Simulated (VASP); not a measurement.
Write the native input for VASP 6.6.1 that does the following.

```yaml
Task: single point
Functional: RPBE
Potentials_or_basis: VASP PAW PBE potentials, release 64 (Zn, O)
Cutoff: 520 eV
k_mesh: 8 × 8 × 6
Occupations: gaussian, width 0.05 eV
Spin: no spin polarisation
Dipole_correction: no
Further_INCAR_settings: ALGO = Normal; EDIFF = 1e-06; NBANDS = 26
```

The structure of ZnO lies in POSCAR:

```
ZnO
1.0
    3.3409545871      0.0000000000      0.0000000000
   -1.6704772936      2.8933515453      0.0000000000
    0.0000000000      0.0000000000      5.3872330838
Zn O
2 2
Direct
    0.3333333333      0.6666666667      0.0014489168
    0.6666666667      0.3333333333      0.5014489168
    0.3333333333      0.6666666667      0.3806510832
    0.6666666667      0.3333333333      0.8806510832
```

This cell differs from its parent crystal: volume scaled by 1.02.

The input as run:

INCAR

```
SYSTEM = ZnO
PREC = Accurate
ENCUT = 520
EDIFF = 1E-6
ISMEAR = 0
SIGMA = 0.05
LREAL = .False.
LASPH = .True.
NELM = 100
ALGO = Normal
ISIF = 2
LWAVE = .False.
LCHARG = .False.
GGA = RP
NBANDS = 26
```

KPOINTS

```
Automatic mesh
0
Gamma
  8 8 6
  0 0 0
```

Potentials or basis: VASP PAW PBE potentials, release 64 (Zn, O).

Command:

```console
$ cat potpaw_PBE.64/Zn/POTCAR potpaw_PBE.64/O/POTCAR > POTCAR
$ mpirun -np 1 vasp_std > vasp.out
```

It gave:

- Pressure: -1.4 GPa
- Largest force: 0.006 eV/Å
- Band gap on the k mesh: 0.75 eV, direct

Caveat: the PAW data sets were made with another functional, which shifts forces and pressure a little.

Wall time 47 s on 1 thread of Intel(R) Xeon(R) Platinum 8259CL CPU @ 2.50GHz (Skylake/Cascade Lake), on a shared host, peak memory 0.19 GiB.
